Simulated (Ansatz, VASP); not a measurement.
**B: VASP beside Ansatz**

File INCAR:

```
ALGO = Normal ; EDIFF = 1E-7
ENCUT = 520 ; GGA = PE
ISIF = 2 ; ISMEAR = 0
LASPH = T ; LCHARG = F
LREAL = F ; LWAVE = F
NBANDS = 18 ; NELM = 60
PREC = Accurate ; SIGMA = 0.1
```

File KPOINTS:

```
k-points
0
Gamma
  6 6 4
```

Contents of POSCAR:

```
B
1.0
    2.4207530934     -1.6048040039      0.0000000000
    2.4207530934      1.6048040039      0.0000000000
   -2.3474188981      0.0000000000      5.3674727132
B
6
Direct
    0.7026459519      0.6797832531      0.5384600052
    0.2973540481      0.3202167469      0.4615399948
    0.2904661326      0.7095338674      0.2500000000
    0.6797832531      0.7026459519      0.0384600052
    0.3202167469      0.2973540481      0.9615399948
    0.7095338674      0.2904661326      0.7500000000
```

Input for Ansatz:

```yaml
crystal:
  lattice:
    - [2.4207530934, -1.6048040039, 0.0]
    - [2.4207530934, 1.6048040039, 0.0]
    - [-2.3474188981, 0.0, 5.3674727132]
  atoms:
    - { symbol: B, position: [0.7026459519, 0.6797832531, 0.5384600052] }
    - { symbol: B, position: [0.2973540481, 0.3202167469, 0.4615399948] }
    - { symbol: B, position: [0.2904661326, 0.7095338674, 0.25] }
    - { symbol: B, position: [0.6797832531, 0.7026459519, 0.0384600052] }
    - { symbol: B, position: [0.3202167469, 0.2973540481, 0.9615399948] }
    - { symbol: B, position: [0.7095338674, 0.2904661326, 0.75] }
basis:
  ecutwfc: 420
kpoints:
  mp_grid: { grid: [6, 6, 4] }
hamiltonian:
  xc: pbe
scf:
  occupations: { method: gaussian, width: 0.1 }
  lower_state_search: "off"
output:
  forces: true
  stress: true
  eigenvalues: true
```

Change from the starting cell: the structure that the rattled cell fell into.

Alike in both runs: task single point; functional PBE; k mesh 6 × 6 × 4; occupations gaussian, width 0.1 eV; no spin polarisation.

```csv
,VASP,Ansatz
version,VASP 6.6.1,Ansatz 0.2.0
potentials or method,"VASP PAW PBE potentials, release 64 (B), cutoff 520 eV","scalar-relativistic, plane waves, PAW"
valence electrons in the cell,18,18
```

VASP gave:

| Property | Result |
| --- | --- |
| gap on the k mesh at the Fermi level (eV) | none |
| pressure (GPa) | 1.6 |
| traceless stress, the component that is largest in VASP (GPa) | -1.50 |
| rms of the force components (eV/Å) | 0.055 |

Q: Which values does Ansatz return?

A: gap on the k mesh at the Fermi level (eV): none; pressure (GPa): 1.5; traceless stress, the component that is largest in VASP (GPa): -1.50; rms of the force components (eV/Å): 0.054.

Atom by atom the forces differ by 0.003 eV/Å (rms over components). A gap of «none» marks a metal or a gap that the smearing closes.

The k mesh is coarse, so the values compare programs but aren't converged.
